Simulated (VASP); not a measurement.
Set up this calculation in VASP 6.6.1, as the native input.

```yaml
Task: single point
Functional: RPBE
Potentials_or_basis: VASP PAW PBE potentials, release 64 (Te)
Cutoff: 520 eV
k_mesh: 11 × 11 × 11
Occupations: fermi-dirac, width 0.1 eV
Spin: no spin polarisation
Dipole_correction: no
Further_INCAR_settings: ALGO = Normal; EDIFF = 1e-06; NBANDS = 9
```

The structure of Te lies in POSCAR:

```
Te
1.0
    0.0000000000      2.4403005209      2.4403005209
    2.4403005209      0.0000000000      2.4403005209
    2.4403005209      2.4403005209      0.0000000000
Te
1
Direct
    0.0000000000      0.0000000000      0.0000000000
```

These files were run (other wordings do the same):

INCAR

```
SYSTEM = Te
PREC = Accurate ; ENCUT = 520
EDIFF = 1E-6 ; ISMEAR = -1
SIGMA = 0.1 ; LREAL = .FALSE.
LASPH = .TRUE. ; NELM = 80
ALGO = Normal ; ISIF = 2
LWAVE = .FALSE. ; LCHARG = .FALSE.
GGA = RP ; NBANDS = 9
```

KPOINTS

```
Automatic mesh
0
G
  11 11 11
  0 0 0
```

Potentials or basis: VASP PAW PBE potentials, release 64 (Te).

Run with:

```sh
$ cat potpaw_PBE.64/Te/POTCAR > POTCAR
$ mpirun -np 1 vasp_std > vasp.out
```

Results of the run:

```
Pressure               : -0.2 GPa
Band gap on the k mesh : zero (band 3 reaches 10.51 eV, above the bottom of band 4 at 5.94 eV)
```

Caveat: the PAW data sets were made with another functional, which shifts forces and pressure a little; spin-orbit coupling is left out, which moves the levels of the heavy elements.

Wall time 7.3 s on 1 thread of Intel(R) Xeon(R) Platinum 8488C (Sapphire Rapids) (shared host), peak memory 0.16 GiB.
